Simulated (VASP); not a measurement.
Here is a VASP 6.6.1 calculation.

Contents of INCAR:

```
  PREC = Accurate
  ENCUT = 910
  EDIFF = 1E-6
  ISMEAR = 0
  SIGMA = 0.01
  LREAL = F
  LASPH = T
  NELM = 200
  ALGO = Normal
  ISIF = 2
  LWAVE = F
  LCHARG = F
  MAGMOM = 0 0 0 0 0 0 0 0 0 0 0 0
  LORBIT = 11
  LSORBIT = T
  GGA_COMPAT = F
  LORBMOM = T
  GGA = PE
  NBANDS = 54
  NELMDL = -8
```

The input KPOINTS:

```
regular mesh
0
Gamma
  1 1 1
```

The input POSCAR:

```
TlF
1.0
   11.7900000000      0.0000000000      0.0000000000
    0.0000000000      9.0000000000      0.0000000000
    0.0000000000      0.0000000000     12.6900000000
Tl F
2 2
Direct
    0.4998541100      0.5000000000      0.6457793500
    0.4998541100      0.5000000000      0.3546099300
    0.6180288400      0.5000000000      0.5001946400
    0.3816793900      0.5000000000      0.5001946400
```

Potentials or basis: VASP PAW PBE potentials, release 64 (Tl_d, F_h).

The run is started by

```console
$ cat potpaw_PBE.64/Tl_d/POTCAR potpaw_PBE.64/F_h/POTCAR > POTCAR
$ mpirun -np 1 vasp_ncl > vasp.out
```

(1) Predict the largest force.

(2) Predict the net moment.

## Answers

(1) 0.251 eV/Å.

(2) 0.00 μB per cell.
